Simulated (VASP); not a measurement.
# SnSe (P1) in VASP: relaxation of the atoms with PBE

Aim: the relaxation of the atoms of SnSe with PBE.

Program: VASP 6.6.1. These are calculated values, not measurements. Logs are shortened: lines on timing, memory, paths and dates and some standing lists are left out, and cuts for length are marked.

## Step 1: The cell of the first run

The typed cell holds 8 atoms: a = 11.420 Å, b = 4.190 Å, c = 4.460 Å, α = 90.00°, β = 90.00°, γ = 90.00°.

## Step 2: Relaxation of the atoms, PBE (atoms moved at random)

INCAR reads:

```
SYSTEM = SnSe
ALGO = Normal
EDIFF = 1E-7
EDIFFG = -0.002
EFERMI = MIDGAP
ENCUT = 480
GGA = PE
GGA_COMPAT = .FALSE.
IBRION = 2
ISIF = 2
ISMEAR = 0
KPAR = 8
LASPH = .TRUE.
LCHARG = .FALSE.
LREAL = .FALSE.
LWAVE = .FALSE.
NELM = 120
NELMIN = 4
NSW = 120
PREC = Accurate
SIGMA = 0.03
```

KPOINTS reads:

```
Automatic mesh
0
Gamma
  2 5 5
  0 0 0
```

POSCAR reads:

```
SnSe
1.0
   11.4200000000      0.0000000000      0.0000000000
    0.0000000000      4.1900000000      0.0000000000
    0.0000000000      0.0000000000      4.4600000000
Sn Se
4 4
Direct
    0.8792390000      0.7418350000      0.9386250000
    0.6190730000      0.2602440000      0.4312710000
    0.3724160000      0.7550440000      0.5734220000
    0.1070690000      0.2636410000      0.0806340000
    0.6395380000      0.7440930000      0.9874910000
    0.8619550000      0.2607880000      0.4901130000
    0.1435460000      0.7605200000      0.5018410000
    0.3607310000      0.2228750000      0.0055550000
```

Potentials or basis: VASP PAW PBE potentials, release 64 (Sn_d, Se).

On the command line:

```sh
$ cat potpaw_PBE.64/Sn_d/POTCAR potpaw_PBE.64/Se/POTCAR > POTCAR
$ mpirun -np 8 vasp_std > vasp.out
```

OUTCAR:

```text
SYSTEM = SnSe
   EDIFF = 1E-7
   EDIFFG = -0.002
   EFERMI = MIDGAP
   ENCUT = 480
   GGA = PE
   IBRION = 2
   ISIF = 2
   ISMEAR = 0
   LASPH = .TRUE.
   LREAL = .FALSE.
   NELM = 120
   NELMIN = 4
   NSW = 120
   PREC = Accurate

 ion  position               nearest neighbor table
   1  0.879  0.742  0.939-   5 2.75   6 2.85   6 2.96   6 3.19   4 3.34   4 3.46
   2  0.619  0.260  0.431-   6 2.79   5 2.84   5 2.94   5 3.21   3 3.55   3 3.58
   3  0.372  0.755  0.573-   7 2.63   8 2.75   8 2.95   8 3.21   2 3.55   2 3.58
   4  0.107  0.264  0.081-   7 2.83   7 2.85   8 2.92   1 3.34   1 3.46
   5  0.640  0.744  0.987-   1 2.75   2 2.84   2 2.94   2 3.21
   6  0.862  0.261  0.490-   2 2.79   1 2.85   1 2.96   1 3.19
   7  0.144  0.761  0.502-   3 2.63   4 2.83   4 2.85
   8  0.361  0.223  0.006-   3 2.75   4 2.92   3 2.95   3 3.21

  LATTYP: Found a simple orthorhombic cell.
 ALAT       =     4.1900000000
 B/A-ratio  =     1.0644391408
 C/A-ratio  =     2.7255369928

  Lattice vectors:

 A1 = (   0.0000000000,   4.1900000000,   0.0000000000)
 A2 = (   0.0000000000,   0.0000000000,   4.4600000000)
 A3 = (  11.4200000000,   0.0000000000,   0.0000000000)

Analysis of symmetry for initial positions (statically):
=====================================================================
 Subroutine PRICEL returns:
 Original cell was already a primitive cell.

 Routine SETGRP: Setting up the symmetry group for a
 simple orthorhombic supercell.

 Subroutine GETGRP returns: Found  1 space group operations
 (whereof  1 operations were pure point group operations)
 out of a pool of  8 trial point group operations.

The static configuration has the point symmetry C_1 .

Analysis of symmetry for dynamics (positions and initial velocities):
=====================================================================
 Subroutine PRICEL returns:
 Original cell was already a primitive cell.

 Routine SETGRP: Setting up the symmetry group for a
 simple orthorhombic supercell.

 Subroutine GETGRP returns: Found  1 space group operations
 (whereof  1 operations were pure point group operations)
 out of a pool of  8 trial point group operations.

The dynamic configuration has the point symmetry C_1 .

 Subroutine INISYM returns: Found  1 space group operations
 (whereof  1 operations are pure point group operations),
 and found     1 'primitive' translations

----------------------------------------------------------------------------------------

                                     Primitive cell

  volume of cell :     213.4101

  direct lattice vectors                    reciprocal lattice vectors
    11.420000000  0.000000000  0.000000000     0.087565674  0.000000000  0.000000000
     0.000000000  4.190000000  0.000000000     0.000000000  0.238663484  0.000000000
     0.000000000  0.000000000  4.460000000     0.000000000  0.000000000  0.224215247

  length of vectors
    11.420000000  4.190000000  4.460000000     0.087565674  0.238663484  0.224215247

  position of ions in fractional coordinates (direct lattice)
     0.879239000  0.741835000  0.938625000
     0.619073000  0.260244000  0.431271000
     0.372416000  0.755044000  0.573422000
     0.107069000  0.263641000  0.080634000
     0.639538000  0.744093000  0.987491000
     0.861955000  0.260788000  0.490113000
     0.143546000  0.760520000  0.501841000
     0.360731000  0.222875000  0.005555000

  ion indices of the primitive-cell ions
   primitive index   ion index
                 1           1
                 2           2
                 3           3
                 4           4
                 5           5
                 6           6
                 7           7
                 8           8

----------------------------------------------------------------------------------------

 KPOINTS: Automatic mesh

Automatic generation of k-mesh.
 Grid dimensions read from file:
 generate k-points for:    2    5    5

 Generating k-lattice:

  Cartesian coordinates                     Fractional coordinates (reciprocal lattice)
     0.043782837  0.000000000  0.000000000     0.500000000  0.000000000  0.000000000
     0.000000000  0.047732697  0.000000000     0.000000000  0.200000000  0.000000000
     0.000000000  0.000000000  0.044843049     0.000000000  0.000000000  0.200000000

  Length of vectors
     0.043782837  0.047732697  0.044843049

  Shift w.r.t. Gamma in fractional coordinates (k-lattice)
     0.000000000  0.000000000  0.000000000

 Subroutine IBZKPT returns following result:
 ===========================================

 Found     26 irreducible k-points:

 Following reciprocal coordinates:
            Coordinates               Weight
  0.000000  0.000000  0.000000      1.000000
  0.500000  0.000000  0.000000      1.000000
  0.000000  0.200000  0.000000      2.000000
  0.500000  0.200000  0.000000      2.000000
  0.000000  0.400000  0.000000      2.000000
  0.500000  0.400000  0.000000      2.000000
[... 16 lines left out ...]
  0.000000  0.400000  0.400000      2.000000
  0.000000  0.400000 -0.400000      2.000000
 [... further k-points ...]
   k-points           NKPTS =     26   k-points in BZ     NKDIM =     26   number of bands    NBANDS=     48
   number of dos      NEDOS =    301   number of ions     NIONS =      8
   total plane-waves  NPLWV =  80640
   dimension x,y,z NGX =    84 NGY =   30 NGZ =   32
   dimension x,y,z NGXF=   168 NGYF=   60 NGZF=   64
   ions per type =               4   4
   NGX,Y,Z   is equivalent  to a cutoff of  12.23, 11.90, 11.93 a.u.
   NGXF,Y,Z  is equivalent  to a cutoff of  24.46, 23.81, 23.86 a.u.
 SYSTEM =  SnSe
   PREC   = accura    normal or accurate (medium, high low for compatibility)
   ISTART =      0    job   : 0-new  1-cont  2-samecut
   ICHARG =      2    charge: 1-file 2-atom 10-const
   ISPIN  =      1    spin polarized calculation?
   LNONCOLLINEAR =      F non collinear calculations
   LSORBIT =      F    spin-orbit coupling
   LASPH  =      T    aspherical Exc in radial PAW
   ENCUT  =  480.0 eV  35.28 Ry    5.94 a.u.  20.40  7.48  7.97*2*pi/ulx,y,z
   NELM   =    120;   NELMIN=  4; NELMDL= -5     # of ELM steps
   EDIFF  = 0.1E-06   stopping-criterion for ELM
   LREAL  =      F    real-space projection
   EDIFFG = -.2E-02   stopping-criterion for IOM
   NSW    =    120    number of steps for IOM
   IBRION =      2    ionic relax: 0-MD 1-quasi-New 2-CG
   NFREE  =      1    steps in history (QN), initial steepest desc. (CG)
   ISIF   =      2    stress and relaxation
   ISYM   =      2    0-nonsym 1-usesym 2-fastsym
   POTIM  = 0.5000    time-step for ionic-motion
   TEBEG  =    0.0;   TEEND  =   0.0 temperature during run

   SCALEE = 1.0000    scale energy and forces
   PSTRESS=    0.0 pullay stress
   NELECT =      80.0000    total number of electrons
   NUPDOWN=      -1.0000    fix difference up-down
   EMIN   =  10.00;   EMAX   =-10.00  energy-range for DOS
   EFERMI =   0.00;   METHOD = MIDGAP
   ISMEAR =     0;   SIGMA  =   0.03  broadening in eV -4-tet -1-fermi 0-gaus
   EFERMI_NEDOS =   21; number of points for ismear=-14 and -15
   IALGO  =     38    algorithm
   IMIX   =      4    mixing-type and parameters
     AMIX     =   0.40;   BMIX     =  1.00
     AMIX_MAG =   1.60;   BMIX_MAG =  1.00
  volume/ion in A,a.u.               =      26.68       180.02
  Fermi-wavevector in a.u.,A,eV,Ry     =   1.180411  2.230653 18.957944  1.393370
  Thomas-Fermi vector in A             =   2.316704
   LORBIT       =      0    0 simple, 1 ext, 2 COOP (PROOUT), +10 PAW based schemes
   GGA     = PE    functional components
   LHFCALC =     F    Hartree Fock is set to
   AEXX    =    0.0000 exact exchange contribution
   IVDW    =     0    specifies the selected vdW correction
   LEPSILON=     F    determine dielectric tensor
   LRPA    =     F    only Hartree local field effects (RPA)

   CSHIFT  =0.1000    complex shift for real part using Kramers Kronig

   OMEGAMAX=  -1.0    maximum frequency
 conjugate gradient relaxation of ions
 non-spin polarized calculation
 Gauss-broadening in eV      SIGMA  =   0.03
  energy-cutoff  :      480.00
  volume of cell :      213.41
 maximum number of plane-waves:      5138
 NGX is ok and might be reduce to    84
   NGX = 41   NGY = 15   NGZ = 15

--------------------------------------- Ionic step        1  -------------------------------------------

 number of electron      80.0000008 magnetization

 Free energy of the ion-electron system (eV)
  ---------------------------------------------------
  ext. energy  EPLUGINS =         0.00000000
  ---------------------------------------------------
  free energy    TOTEN  =       -32.62226427 eV

  energy without entropy =      -32.62226427  energy(sigma->0) =      -32.62226427

------------------------ aborting loop because EDIFF is reached ----------------------------------------

  FORCE on cell =-STRESS in cart. coord.  units (eV):
  Direction    XX          YY          ZZ          XY          YZ          ZX
  --------------------------------------------------------------------------------------
  -------------------------------------------------------------------------------------
  Total        3.1790345      1.5752559      0.2942251      0.1599550      0.3698993      0.1066836
  in kB       23.8666157     11.8262404      2.2088959      1.2008632      2.7770204      0.8009279
  external PRESSURE =      12.6339173 kB  Pullay stress =       0.0000000 kB
[... 107 lines left out ...]
  FREE ENERGIE OF THE ION-ELECTRON SYSTEM (eV)
  ---------------------------------------------------
  free  energy   TOTEN  =       -32.7268441189 eV

  energy  without entropy=      -32.7268441189  energy(sigma->0) =      -32.72684412

[... ionic steps 4 to 27 ...]

--------------------------------------- Ionic step       28  -------------------------------------------

 number of electron      80.0000000 magnetization

------------------------ aborting loop because EDIFF is reached ----------------------------------------
[... 79 lines left out ...]
--------------------------------------- Ionic step       30  -------------------------------------------

 number of electron      80.0000000 magnetization

 Free energy of the ion-electron system (eV)
  ---------------------------------------------------
  ext. energy  EPLUGINS =         0.00000000
  ---------------------------------------------------
  free energy    TOTEN  =       -32.78859448 eV

  energy without entropy =      -32.78859448  energy(sigma->0) =      -32.78859448

 E-fermi :   5.7761     XC(G=0):  -9.7110

 val. band max:        5.3800542253   @ k =   0.0000   0.0000   0.4000
 cond. band min:       6.1721601761   @ k =   0.0000   0.4000  -0.2000
 fundamental gap:      0.7921059508
 Fermi energy:         5.7761072007

 k-point     1 :       0.0000    0.0000    0.0000
  band No.  band energies     occupation
      1     -15.9099      2.00000
      2     -15.8985      2.00000
      3     -15.8954      2.00000
      4     -15.8930      2.00000
      5     -15.8922      2.00000
      6     -15.8889      2.00000
[... 1213 lines left out ...]
     47      10.1417      0.00000
     48      10.2430      0.00000

 [... further k-points ...]

------------------------ aborting loop because EDIFF is reached ----------------------------------------

  FORCE on cell =-STRESS in cart. coord.  units (eV):
  Direction    XX          YY          ZZ          XY          YZ          ZX
  --------------------------------------------------------------------------------------
  -------------------------------------------------------------------------------------
  Total        3.2317432      1.9185154      2.0361271     -0.0003776      0.0003630     -0.0001000
  in kB       24.2623267     14.4032631     15.2862333     -0.0028351      0.0027249     -0.0007505
  external PRESSURE =      17.9839410 kB  Pullay stress =       0.0000000 kB
[... 23 lines left out ...]
  FREE ENERGIE OF THE ION-ELECTRON SYSTEM (eV)
  ---------------------------------------------------
  free  energy   TOTEN  =       -32.7885944780 eV

  energy  without entropy=      -32.7885944780  energy(sigma->0) =      -32.78859448

 reached required accuracy - stopping structural energy minimisation
```

Wall time 6.6 min (8 MPI ranks of Intel Xeon 6975P-C (Granite Rapids), shared host); peak memory 0.42 GiB.

What came out:

```
Free energy               : -32.7886 eV
Energy gained by relaxing : 20.8 meV/atom
Ionic steps               : 30
Pressure after relaxing   : 1.8 GPa
Band gap on the k mesh    : 0.79 eV (least direct gap 0.99 eV)
```

The path:
```tsv
step	energy change (eV)	largest force (eV/Å)	pressure (GPa)
1	0.0000	0.6548	1.26
2	-0.0700	0.4555	1.25
3	-0.1046	0.2999	1.36
4	-0.1284	0.2109	1.51
5	-0.1420	0.1791	1.79
6	-0.1482	0.1184	1.76
7	-0.1502	0.1108	1.73
8	-0.1534	0.0640	1.73
9	-0.1549	0.1081	1.73
10	-0.1576	0.0705	1.76
11	-0.1609	0.0510	1.84
12	-0.1611	0.0715	1.86
13	-0.1630	0.0441	1.75
14	-0.1632	0.0575	1.71
15	-0.1647	0.0481	1.76
16	-0.1650	0.0535	1.79
17	-0.1658	0.0407	1.83
18	-0.1658	0.0335	1.83
19	-0.1662	0.0131	1.79
20	-0.1662	0.0131	1.79
21	-0.1663	0.0054	1.80
22	-0.1663	0.0061	1.80
23	-0.1663	0.0035	1.80
24	-0.1663	0.0037	1.80
25	-0.1663	0.0042	1.80
26	-0.1663	0.0031	1.80
27	-0.1663	0.0026	1.80
28	-0.1663	0.0028	1.80
29	-0.1663	0.0035	1.80
30	-0.1663	0.0013	1.80
```

Final structure:
```
Sn Se
1.0
    11.42000    0.00000    0.00000
     0.00000    4.19000    0.00000
     0.00000    0.00000    4.46000
Sn Se
4 4
Direct
  0.88113 0.75104 0.89805
  0.61480 0.25124 0.39810
  0.38106 0.75127 0.60415
  0.11481 0.25100 0.10410
  0.64106 0.75121 0.98254
  0.85485 0.25105 0.48250
  0.14102 0.75104 0.51974
  0.35484 0.25118 0.01976
```

Caveat: the cell differs from its parent crystal (atoms moved at random); spin-orbit coupling is left out, which moves the levels of the heavy elements; an odd mesh through Γ misses points on the zone boundary, where band edges can lie.
